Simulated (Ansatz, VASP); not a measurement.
## Bi: VASP beside Ansatz

INCAR

```
ALGO = Normal
EDIFF = 1E-6
EDIFFG = -0.04
ENCUT = 600
GGA = PE
IBRION = 2
ISIF = 3
ISMEAR = 0
LASPH = T
LCHARG = F
LREAL = F
LWAVE = F
NELM = 100
NSW = 90
PREC = Accurate
SIGMA = 0.1
```

The input KPOINTS:

```
k-points
0
Gamma
  6 6 6
```

The input POSCAR:

```
Bi
1.0
    0.0000000000      2.6228611384      2.6228611384
    2.6228611384      0.0000000000      2.6228611384
    2.6228611384      2.6228611384      0.0000000000
Bi
1
Direct
    0.0000000000      0.0000000000      0.0000000000
```

Input for Ansatz:

```yaml
crystal:
  lattice:
    - [0.0, 2.6228611384, 2.6228611384]
    - [2.6228611384, 0.0, 2.6228611384]
    - [2.6228611384, 2.6228611384, 0.0]
  atoms:
    - { symbol: Bi, position: [0.0, 0.0, 0.0] }
basis:
  ecutwfc: 420
kpoints:
  mp_grid: { grid: [6, 6, 6] }
hamiltonian:
  xc: pbe
scf:
  occupations: { method: gaussian, width: 0.1 }
  lower_state_search: "off"
output:
  forces: true
  stress: true
  eigenvalues: true
relax:
  adjacent_minimum: "off"
  f_tol: 0.04
  max_steps: 70
  cell: { stress_tol: 0.4 }
```

Alike in both runs: task relaxation of cell and atoms; functional PBE; k mesh 6 × 6 × 6; occupations gaussian, width 0.1 eV; no spin polarisation.

|  | VASP | Ansatz |
| --- | --- | --- |
| version | VASP 6.6.1 | Ansatz 0.2.0 |
| potentials or method | VASP PAW PBE potentials, release 64 (Bi_d), cutoff 600 eV | scalar-relativistic, plane waves, PAW |
| valence electrons in the cell | 15 | 15 |

|  | VASP | Ansatz | Ansatz less VASP |
| --- | --- | --- | --- |
| gap on the k mesh at the Fermi level, each at its own relaxed structure (eV) | none | none | - |
| relaxed volume (Å³/atom) | 31.63 | 31.68 | +0.055 |
| relaxed cell length with the largest relative difference (Å) | 3.550 | 3.552 | +0.0021 |

A gap of «none» marks a metal or a gap that the smearing closes.

Neither program's run includes spin-orbit coupling.
